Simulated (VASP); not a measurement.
Here is a VASP 6.6.1 calculation.

The input INCAR:

```
ALGO = Normal
EDIFF = 1E-6
ENCUT = 520
GGA = PS
ISIF = 2
ISMEAR = 0
LASPH = True
LCHARG = False
LREAL = False
LWAVE = False
NBANDS = 29
NELM = 60
PREC = Accurate
SIGMA = 0.15
```

KPOINTS

```
k-points
0
Gamma
  8 8 6
```

The input POSCAR:

```
BiTe
1.0
    0.0000000000     -3.1971538300     -3.1971538300
    0.0000000000      3.1971538300     -3.1971538300
    6.3943076600      0.0000000000      0.0000000000
Bi Te
2 2
Direct
    0.5012882722      0.5188151971      0.5000591864
   -0.0012963379     -0.0188065213     -0.0000603188
    0.4980570455      0.4664059719      0.0000699828
    0.0019510202      0.0335853522      0.4999311496
```

Potentials or basis: VASP PAW PBE potentials, release 64 (Bi_d, Te).

Launch:

```bash
$ cat potpaw_PBE.64/Bi_d/POTCAR potpaw_PBE.64/Te/POTCAR > POTCAR
$ mpirun -np 1 vasp_std > vasp.out
```

Question: What does it give for the largest force?

Answer: 0.012 eV/Å.

Question: What does it give for the pressure?

Answer: 0.0 GPa.

Question: Estimate the band gap on the k mesh.

Answer: Zero (band 21 reaches 9.11 eV, above the bottom of band 22 at 6.04 eV).

Stress tensor (GPa, compression positive):
```
-0.07  0.00  0.00
 0.00 -0.03  0.07
 0.00  0.07  0.00
```

Caveat: the cell differs from its parent crystal (all atoms moved at random, sigma 0.02 Å a component, then relaxed in part); the PAW data sets were made with another functional, which shifts forces and pressure a little; spin-orbit coupling is left out, which moves the levels of the heavy elements.
